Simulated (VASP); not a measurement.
# SnGe2 (P-3m1) in VASP: a series of runs

The runs below take SnGe2 through single point, relaxation of cell and atoms, with PBE.

Everything below comes from runs of VASP 6.6.1. Logs are shortened: lines on timing, memory, paths and dates and some standing lists are left out, and cuts for length are marked.

**1. The cell of the first run**

The structure is trigonal, space group P-3m1 (No. 164). The conventional cell has a = 4.249 Å, b = 4.249 Å, c = 10.428 Å, α = 90.00°, β = 90.00°, γ = 120.00°. Within 3.5 Å of Sn (site symmetry 3m) lie 3 Ge at 2.63 Å and 1 Sn at 2.84 Å. Ge (site symmetry 3m) has 1 Ge at 2.47 Å and 3 Sn at 2.63 Å within 3.3 Å. Within 3.3 Å of Ge (site symmetry 3m) lie 4 Ge at 2.47 to 2.57 Å.

**2. Single point, PBE (volume scaled by 0.97, then relaxed in part)**

Contents of INCAR:

```
SYSTEM = SnGe2
  PREC = Accurate
  ENCUT = 520
  EDIFF = 1E-6
  ISMEAR = 0
  SIGMA = 0.1
  LREAL = .False.
  LASPH = .True.
  NELM = 80
  ALGO = Normal
  ISIF = 2
  LWAVE = .False.
  LCHARG = .False.
  GGA = PE
  NBANDS = 51
```

Contents of KPOINTS:

```
regular mesh
0
Gamma
  12 12 4
  0 0 0
```

Contents of POSCAR:

```
SnGe2
1.0
    4.2486623327      0.0000000000      0.0000000000
   -2.1243311663      3.6794495122      0.0000000000
    0.0000000000      0.0000000000     10.4284089892
Sn Ge
2 4
Direct
    0.0000000000      0.0000000000      0.8637803685
    0.0000000000      0.0000000000      0.1362196315
    0.3333333333      0.6666666667      0.7732159577
    0.6666666667      0.3333333333      0.2267840423
    0.3333333333      0.6666666667      0.5359974411
    0.6666666667      0.3333333333      0.4640025589
```

Potentials or basis: VASP PAW PBE potentials, release 64 (Sn_d, Ge_d).

Launch:

```bash
> cat potpaw_PBE.64/Sn_d/POTCAR potpaw_PBE.64/Ge_d/POTCAR > POTCAR
> mpirun -np 1 vasp_std > vasp.out
```

OUTCAR:

```text
SYSTEM = SnGe2
   PREC = Accurate
   ENCUT = 520
   EDIFF = 1E-6
   ISMEAR = 0
   LREAL = .False.
   LASPH = .True.
   NELM = 80
   ISIF = 2
   GGA = PE

 ion  position               nearest neighbor table
   1  0.000  0.000  0.864-   3 2.63   3 2.63   3 2.63   2 2.84
   2  0.000  0.000  0.136-   4 2.63   4 2.63   4 2.63   1 2.84
   3  0.333  0.667  0.773-   5 2.47   1 2.63   1 2.63   1 2.63
   4  0.667  0.333  0.227-   6 2.47   2 2.63   2 2.63   2 2.63
   5  0.333  0.667  0.536-   3 2.47   6 2.57   6 2.57   6 2.57
   6  0.667  0.333  0.464-   4 2.47   5 2.57   5 2.57   5 2.57

  LATTYP: Found a hexagonal cell.
 ALAT       =     4.2486623327
 C/A-ratio  =     2.4545158388

  Lattice vectors:

 A1 = (   4.2486623327,   0.0000000000,   0.0000000000)
 A2 = (  -2.1243311663,   3.6794495122,   0.0000000000)
 A3 = (   0.0000000000,   0.0000000000,  10.4284089892)

Analysis of symmetry for initial positions (statically):
=====================================================================
 Subroutine PRICEL returns:
 Original cell was already a primitive cell.

 Routine SETGRP: Setting up the symmetry group for a
 hexagonal supercell.

 Subroutine GETGRP returns: Found 12 space group operations
 (whereof 12 operations were pure point group operations)
 out of a pool of 24 trial point group operations.

The static configuration has the point symmetry D_3d.

Analysis of symmetry for dynamics (positions and initial velocities):
=====================================================================
 Subroutine PRICEL returns:
 Original cell was already a primitive cell.

 Routine SETGRP: Setting up the symmetry group for a
 hexagonal supercell.

 Subroutine GETGRP returns: Found 12 space group operations
 (whereof 12 operations were pure point group operations)
 out of a pool of 24 trial point group operations.

The dynamic configuration has the point symmetry D_3d.

 Subroutine INISYM returns: Found 12 space group operations
 (whereof 12 operations are pure point group operations),
 and found     1 'primitive' translations

----------------------------------------------------------------------------------------

                                     Primitive cell

  volume of cell :     163.0246

  direct lattice vectors                    reciprocal lattice vectors
     4.248662333  0.000000000  0.000000000     0.235368199  0.135889893  0.000000000
    -2.124331166  3.679449512  0.000000000     0.000000000  0.271779786  0.000000000
     0.000000000  0.000000000 10.428408989     0.000000000  0.000000000  0.095891905

  length of vectors
     4.248662333  4.248662333 10.428408989     0.271779786  0.271779786  0.095891905

  position of ions in fractional coordinates (direct lattice)
     0.000000000  0.000000000  0.863780369
     0.000000000  0.000000000  0.136219631
     0.333333333  0.666666667  0.773215958
     0.666666667  0.333333333  0.226784042
     0.333333333  0.666666667  0.535997441
     0.666666667  0.333333333  0.464002559

  ion indices of the primitive-cell ions
   primitive index   ion index
                 1           1
                 2           2
                 3           3
                 4           4
                 5           5
                 6           6

----------------------------------------------------------------------------------------

 KPOINTS: regular mesh

Automatic generation of k-mesh.
 Grid dimensions read from file:
 generate k-points for:   12   12    4

 Generating k-lattice:

  Cartesian coordinates                     Fractional coordinates (reciprocal lattice)
     0.019614017  0.011324158  0.000000000     0.083333333  0.000000000  0.000000000
     0.000000000  0.022648315  0.000000000     0.000000000  0.083333333  0.000000000
     0.000000000  0.000000000  0.023972976     0.000000000  0.000000000  0.250000000

  Length of vectors
     0.022648315  0.022648315  0.023972976

  Shift w.r.t. Gamma in fractional coordinates (k-lattice)
     0.000000000  0.000000000  0.000000000

 Subroutine IBZKPT returns following result:
 ===========================================

 Found     69 irreducible k-points:

 Following reciprocal coordinates:
            Coordinates               Weight
  0.000000  0.000000  0.000000      1.000000
  0.083333  0.000000  0.000000      6.000000
  0.166667  0.000000  0.000000      6.000000
  0.250000  0.000000  0.000000      6.000000
  0.333333  0.000000  0.000000      6.000000
  0.416667  0.000000  0.000000      6.000000
[... 16 lines left out ...]
  0.166667  0.000000  0.250000      6.000000
  0.000000  0.166667  0.250000      6.000000
 [... further k-points ...]
   k-points           NKPTS =     69   k-points in BZ     NKDIM =     69   number of bands    NBANDS=     51
   number of dos      NEDOS =    301   number of ions     NIONS =      6
   total plane-waves  NPLWV =  81920
   dimension x,y,z NGX =    32 NGY =   32 NGZ =   80
   dimension x,y,z NGXF=    64 NGYF=   64 NGZF=  160
   ions per type =               2   4
   NGX,Y,Z   is equivalent  to a cutoff of  12.52, 12.52, 12.75 a.u.
   NGXF,Y,Z  is equivalent  to a cutoff of  25.04, 25.04, 25.51 a.u.
 SYSTEM =  SnGe2
   PREC   = accura    normal or accurate (medium, high low for compatibility)
   ISTART =      0    job   : 0-new  1-cont  2-samecut
   ICHARG =      2    charge: 1-file 2-atom 10-const
   ISPIN  =      1    spin polarized calculation?
   LNONCOLLINEAR =      F non collinear calculations
   LSORBIT =      F    spin-orbit coupling
   LASPH  =      T    aspherical Exc in radial PAW
   ENCUT  =  520.0 eV  38.22 Ry    6.18 a.u.   7.90  7.90 19.39*2*pi/ulx,y,z
   NELM   =     80;   NELMIN=  2; NELMDL= -5     # of ELM steps
   EDIFF  = 0.1E-05   stopping-criterion for ELM
   LREAL  =      F    real-space projection
   EDIFFG = 0.1E-04   stopping-criterion for IOM
   NSW    =      0    number of steps for IOM
   IBRION =     -1    ionic relax: 0-MD 1-quasi-New 2-CG
   NFREE  =      0    steps in history (QN), initial steepest desc. (CG)
   ISIF   =      2    stress and relaxation
   ISYM   =      2    0-nonsym 1-usesym 2-fastsym
   POTIM  = 0.5000    time-step for ionic-motion
   TEBEG  =    0.0;   TEEND  =   0.0 temperature during run
   PSTRESS=    0.0 pullay stress
   NELECT =      84.0000    total number of electrons
   NUPDOWN=      -1.0000    fix difference up-down
   EMIN   =  10.00;   EMAX   =-10.00  energy-range for DOS
   EFERMI =   0.00;   METHOD = LEGACY
   ISMEAR =     0;   SIGMA  =   0.10  broadening in eV -4-tet -1-fermi 0-gaus
   EFERMI_NEDOS =   21; number of points for ismear=-14 and -15
   IALGO  =     38    algorithm
   IMIX   =      4    mixing-type and parameters
     AMIX     =   0.40;   BMIX     =  1.00
     AMIX_MAG =   1.60;   BMIX_MAG =  1.00
  volume/ion in A,a.u.               =      27.17       183.36
  Fermi-wavevector in a.u.,A,eV,Ry     =   1.312452  2.480175 23.436460  1.722531
  Thomas-Fermi vector in A             =   2.442844
   LORBIT       =      0    0 simple, 1 ext, 2 COOP (PROOUT), +10 PAW based schemes
   GGA     = PE    functional components
   LHFCALC =     F    Hartree Fock is set to
   AEXX    =    0.0000 exact exchange contribution
   IVDW    =     0    specifies the selected vdW correction
   LEPSILON=     F    determine dielectric tensor
   LRPA    =     F    only Hartree local field effects (RPA)
 non-spin polarized calculation
 Gauss-broadening in eV      SIGMA  =   0.10
  energy-cutoff  :      520.00
  volume of cell :      163.02
 maximum number of plane-waves:      4428
   NGX = 15   NGY = 15   NGZ = 39

 number of electron      83.9999964 magnetization

 Free energy of the ion-electron system (eV)
  ---------------------------------------------------
  ext. energy  EPLUGINS =         0.00000000
  ---------------------------------------------------
  free energy    TOTEN  =       -25.49312190 eV

  energy without entropy =      -25.49117046  energy(sigma->0) =      -25.49214618

 E-fermi :   5.0154     XC(G=0):  -9.3804

 val. band max:        5.0094803307   @ k =   0.0000   0.0000   0.0000
 cond. band min:       5.0180117297   @ k =   0.0833   0.0000   0.2500
 fundamental gap:      0.0085313990
 Fermi energy:         5.0153804132

 k-point     1 :       0.0000    0.0000    0.0000
  band No.  band energies     occupation
      1     -19.8677      2.00000
      2     -19.8677      2.00000
      3     -19.8328      2.00000
      4     -19.8238      2.00000
      5     -19.8238      2.00000
      6     -19.7988      2.00000
[... 43 lines left out ...]
     50       8.3755      0.00000
     51       8.8075      0.00000

 k-point     2 :       0.0833    0.0000    0.0000
  band No.  band energies     occupation
      1     -19.8701      2.00000
      2     -19.8700      2.00000
      3     -19.8352      2.00000
      4     -19.8207      2.00000
      5     -19.8197      2.00000
      6     -19.7964      2.00000
[... 43 lines left out ...]
     50       8.4867      0.00000
     51       8.7788      0.00000

 k-point     3 :       0.1667    0.0000    0.0000
  band No.  band energies     occupation
      1     -19.8752      2.00000
      2     -19.8743      2.00000
      3     -19.8397      2.00000
      4     -19.8137      2.00000
      5     -19.8134      2.00000
      6     -19.7883      2.00000
[... 43 lines left out ...]
     50       8.8994      0.00000
     51       8.9783      0.00000
[... 1027 lines left out ...]
 k-point    23 :       0.1667    0.0000    0.2500
  band No.  band energies     occupation
      1     -19.8752      2.00000
      2     -19.8743      2.00000
      3     -19.8397      2.00000
      4     -19.8137      2.00000
      5     -19.8134      2.00000
      6     -19.7883      2.00000
[... 43 lines left out ...]
     50       8.9819      0.00000
     51       9.2025      0.00000

 k-point    24 :       0.0000    0.1667    0.2500
  band No.  band energies     occupation
      1     -19.8752      2.00000
      2     -19.8743      2.00000
      3     -19.8397      2.00000
      4     -19.8137      2.00000
      5     -19.8134      2.00000
      6     -19.7883      2.00000
[... 43 lines left out ...]
     50       8.9096      0.00000
     51       8.9585      0.00000

 [... further k-points ...]
[... 5 lines left out ...]
  --------------------------------------------------------------------------------------
  -------------------------------------------------------------------------------------
  Total        1.5615044      1.5615044      1.5852330      0.0000000      0.0000000      0.0000000
  in kB       15.3461940     15.3461940     15.5793938      0.0000000      0.0000000      0.0000000
  external PRESSURE =      15.4239272 kB  Pullay stress =       0.0000000 kB

 VOLUME and BASIS-vectors are now :
 -----------------------------------------------------------------------------
  energy-cutoff  :      520.00
  volume of cell :      163.02
      direct lattice vectors                 reciprocal lattice vectors
     4.248662333  0.000000000  0.000000000     0.235368199  0.135889893  0.000000000
    -2.124331166  3.679449512  0.000000000     0.000000000  0.271779786  0.000000000
     0.000000000  0.000000000 10.428408989     0.000000000  0.000000000  0.095891905

 POSITION                                       TOTAL-FORCE (eV/Angst)
 -----------------------------------------------------------------------------------
      0.00000      0.00000      9.00785        -0.000000     -0.000000      0.000228
      0.00000      0.00000      1.42055         0.000000      0.000000     -0.000228
     -0.00000      2.45297      8.06341        -0.000000      0.000000      0.008316
      2.12433      1.22648      2.36500         0.000000     -0.000000     -0.008316
     -0.00000      2.45297      5.58960         0.000000     -0.000000      0.001143
      2.12433      1.22648      4.83881        -0.000000      0.000000     -0.001143
 -----------------------------------------------------------------------------------
    total drift:                                0.000000      0.000000      0.000000

  FREE ENERGIE OF THE ION-ELECTRON SYSTEM (eV)
  ---------------------------------------------------
  free  energy   TOTEN  =       -25.4931218973 eV

  energy  without entropy=      -25.4911704608  energy(sigma->0) =      -25.49214618
```

Wall time 16 min (1 thread of AMD EPYC 9R45, shared host); peak memory 0.54 GiB.

Results:

```
Free energy            : -25.4931 eV
Pressure               : 1.5 GPa
Largest force          : 0.008 eV/Å
Band gap on the k mesh : zero (band 42 reaches 5.02 eV, above the bottom of band 43 at 4.73 eV)
```

Forces on the atoms (eV/Å):
```
Sn   0.000  0.000  0.000
Sn   0.000  0.000  0.000
Ge   0.000  0.000  0.008
Ge   0.000  0.000 -0.008
Ge   0.000  0.000  0.001
Ge   0.000  0.000 -0.001
```

Levels at points of the mesh, in eV from the Fermi level:
```
           k point  band 40  band 41  band 42  band 43  band 44  band 45
(0.00, 0.00, 0.00)    -0.72    -0.09    -0.01     0.12     0.12     0.75
(0.50, 0.00, 0.00)    -2.62    -1.68    -1.64     0.68     0.76     1.49
(0.00, 0.00, 0.50)    -0.36    -0.36    -0.29    -0.29     0.91     0.92
(0.50, 0.00, 0.50)    -2.18    -1.27    -1.18    -0.05     0.76     1.40
```

Caveat: the cell differs from its parent crystal (volume scaled by 0.97, then relaxed in part); spin-orbit coupling is left out, which moves the levels of the heavy elements.

**3. Single point, PBE**

This run uses another cell than the first one, of 28.01 Å³/atom, 1.031 times its volume.

Contents of INCAR:

```
  ALGO = Normal
  EDIFF = 1E-6
  ENCUT = 520
  GGA = PE
  ISIF = 2
  ISMEAR = 0
  LASPH = True
  LCHARG = True
  LELF = True
  LREAL = False
  LVHAR = True
  LWAVE = False
  NBANDS = 51
  NELM = 60
  PREC = Accurate
  SIGMA = 0.1
```

Contents of KPOINTS:

```
k-points
0
Gamma
  12 12 4
```

Contents of POSCAR:

```
SnGe2
1.0
    4.2922875846      0.0000000000      0.0000000000
   -2.1461437923      3.7172300886      0.0000000000
    0.0000000000      0.0000000000     10.5335104297
Sn Ge
2 4
Direct
    0.0000000000      0.0000000000      0.8635991586
    0.0000000000      0.0000000000      0.1364008414
    0.3333333333      0.6666666667      0.7733859729
    0.6666666667      0.3333333333      0.2266140271
    0.3333333333      0.6666666667      0.5362993778
    0.6666666667      0.3333333333      0.4637006222
```

Potentials or basis: VASP PAW PBE potentials, release 64 (Sn_d, Ge_d).

Launch:

```bash
> cat potpaw_PBE.64/Sn_d/POTCAR potpaw_PBE.64/Ge_d/POTCAR > POTCAR
> mpirun -np 1 vasp_std > vasp.out
```

Wall time 16 min (1 thread of AMD EPYC 9R45, shared host); peak memory 0.55 GiB.

It converged, with:

| Property | Result |
| --- | --- |
| Free energy | -25.5174 eV |
| Pressure | 0.0 GPa |
| Largest force | 0.004 eV/Å |
| Band gap on the k mesh | zero (band 42 reaches 4.72 eV, above the bottom of band 43 at 4.45 eV) |

Forces in eV/Å, atoms in the order of the input:
```
Sn   0.000  0.000 -0.002
Sn   0.000  0.000  0.002
Ge   0.000  0.000  0.003
Ge   0.000  0.000 -0.003
Ge   0.000  0.000  0.004
Ge   0.000  0.000 -0.004
```

Levels at points of the mesh, in eV from the Fermi level:
| k point | band 39 | band 40 | band 41 | band 42 | band 43 | band 44 | band 45 | band 46 |
| --- | --- | --- | --- | --- | --- | --- | --- | --- |
| (0.00, 0.00, 0.00) | -0.68 | -0.68 | -0.10 | -0.07 | 0.14 | 0.14 | 0.67 | 2.44 |
| (0.50, 0.00, 0.00) | -2.69 | -2.51 | -1.61 | -1.56 | 0.73 | 0.81 | 1.45 | 1.48 |
| (0.00, 0.00, 0.50) | -0.47 | -0.34 | -0.34 | -0.25 | -0.25 | 0.81 | 0.83 | 2.94 |
| (0.50, 0.00, 0.50) | -2.59 | -2.09 | -1.20 | -1.12 | -0.10 | 0.81 | 1.42 | 2.36 |

Caveat: spin-orbit coupling is left out, which moves the levels of the heavy elements.

[end of part 1 of 2]
